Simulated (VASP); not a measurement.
Set up this calculation in VASP 6.6.1, as the native input.

- Task: relaxation of cell and atoms
- Functional: HSE06
- Potentials or basis: VASP PAW PBE potentials, release 64 (Cs_sv, Br)
- Cutoff: 500 eV
- k mesh: 4 × 4 × 4
- Occupations: fermi-dirac, width 0.02 eV
- Spin: no spin polarisation
- Dipole correction: no
- Grid for exact exchange (PRECFOCK): Normal
- Further INCAR settings: ALGO = Normal; EDIFF = 1e-07; IBRION = 2; EDIFFG = -0.005; NSW = 80; ISIF = 3
- Share of exact exchange: 0.25
- Screening parameter: 0.2079 1/Å

The system is CsBr.

```
Cs Br
1.0
     4.31996    0.00000    0.00000
     0.00000    4.31996    0.00000
     0.00000    0.00000    4.31996
Cs Br
1 1
Direct
  0.00000 0.00000 0.00000
  0.50000 0.50000 0.50000
```

The input as run:

POSCAR

```
CsBr
1.0
    4.3199575116      0.0000000000      0.0000000000
    0.0000000000      4.3199575116      0.0000000000
    0.0000000000      0.0000000000      4.3199575116
Cs Br
1 1
Direct
    0.0000000000      0.0000000000      0.0000000000
    0.5000000000      0.5000000000      0.5000000000
```

INCAR.step1

```
PREC     = Accurate       # precision mode
ENCUT    = 500            # plane-wave cutoff, eV
EDIFF    = 1E-5           # SCF threshold, eV
ISMEAR   = -1             # smearing method
SIGMA    = 0.02           # smearing width, eV
LREAL    = F              # projectors in reciprocal space
LASPH    = T              # aspherical terms in the spheres
NELM     = 120            # most SCF steps
ALGO     = Normal         # electronic algorithm
LWAVE    = T              # write WAVECAR
LCHARG   = F              # write CHGCAR
GGA      = PE             # functional
NBANDS   = 15             # bands
GGA_COMPAT= F            
IBRION   = 2              # ionic algorithm
ISIF     = 3              # what is computed and relaxed
EDIFFG   = -0.005         # ionic threshold
NELMIN   = 4            
NSW      = 100            # ionic steps
```

INCAR.step2

```
PREC     = Accurate       # precision mode
ENCUT    = 500            # plane-wave cutoff, eV
EDIFF    = 1E-7           # SCF threshold, eV
ISMEAR   = -1             # smearing method
SIGMA    = 0.02           # smearing width, eV
LREAL    = F              # projectors in reciprocal space
LASPH    = T              # aspherical terms in the spheres
NELM     = 120            # most SCF steps
ALGO     = Normal         # electronic algorithm
ISIF     = 3              # what is computed and relaxed
LWAVE    = F              # write WAVECAR
LCHARG   = F              # write CHGCAR
GGA      = PE             # functional
LHFCALC  = T              # exact exchange
HFSCREEN = 0.2079         # screening, 1/A
PRECFOCK = Normal       
IBRION   = 2              # ionic algorithm
NSW      = 80             # ionic steps
EDIFFG   = -0.005         # ionic threshold
ISTART   = 1            
GGA_COMPAT= F            
NELMIN   = 4
```

KPOINTS

```
Automatic mesh
0
Gamma
  4 4 4
```

Potentials or basis: VASP PAW PBE potentials, release 64 (Cs_sv, Br).

Launch:

```sh
$ cat potpaw_PBE.64/Cs_sv/POTCAR potpaw_PBE.64/Br/POTCAR > POTCAR
$ cp INCAR.step1 INCAR
$ mpirun -np 1 vasp_std > vasp.out
$ cp INCAR.step2 INCAR
$ mpirun -np 1 vasp_std > vasp.out
```

It gave:

- Relaxed volume: 41.46 Å³/atom
- Relaxed cell: a = 4.361 Å, b = 4.361 Å, c = 4.361 Å, α = 90.00°, β = 90.00°, γ = 90.00°
- Space group after relaxing (to 0.1 Å): Pm-3m (No. 221)
- Energy gained by relaxing: 1.3 meV/atom
- Ionic steps: 3
- Pressure after relaxing: 0.0 GPa
- Band gap on the k mesh: 5.48 eV (least direct gap 5.49 eV)

Caveat: the PAW data sets were made with another functional, which shifts forces and pressure a little; spin-orbit coupling is left out, which moves the levels of the heavy elements.

It took 9.8 min on 1 thread of Intel(R) Xeon(R) 6975P-C (Granite Rapids) (shared host), peak memory 0.3 GiB.
